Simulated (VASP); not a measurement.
# Li: single point with LDA

The system is Li.

```xyz
2
Lattice="3.1005 0.0000 0.0000 -1.5502 2.6851 0.0000 0.0000 0.0000 5.0757" Properties=species:S:1:pos:R:3 pbc="T T T"
Li    0.0000    1.7901    1.2689
Li    1.5502    0.8950    3.8068
```

This isn't the form of Li at room conditions, which is bcc.

```yaml
Program: VASP 6.6.1
Task: single point
Functional: LDA
Potentials_or_basis: VASP PAW LDA potentials, release 64 (Li_sv)
Cutoff: 520 eV
k_mesh: 12 × 12 × 7
Occupations: gaussian, width 0.1733 eV
Spin: no spin polarisation
Dipole_correction: no
k_mesh_for_the_DOS: 18 × 18 × 11
Occupations_for_the_DOS: tetrahedron
Further_INCAR_settings: ALGO = Normal; EDIFF = 1e-06
```

```json
{
 "Valence electrons inside the program's atomic spheres": "Li 2.08"
}
```

Levels at points of the mesh, in eV from the Fermi level:
```tsv
k point	band 1	band 2	band 3	band 4	band 5	band 6	band 7
(0.00, 0.00, 0.00)	-45.71	-45.69	-3.44	-0.02	2.81	11.93	11.93
(0.50, 0.00, 0.00)	-45.69	-45.68	-0.07	1.00	4.51	5.70	6.00
(0.00, 0.50, 0.00)	-45.69	-45.68	-0.07	1.00	4.51	5.70	6.00
```

Run time: 2.9 min on 1 thread of Intel Xeon 8259CL (shared host), peak memory 0.24 GiB.
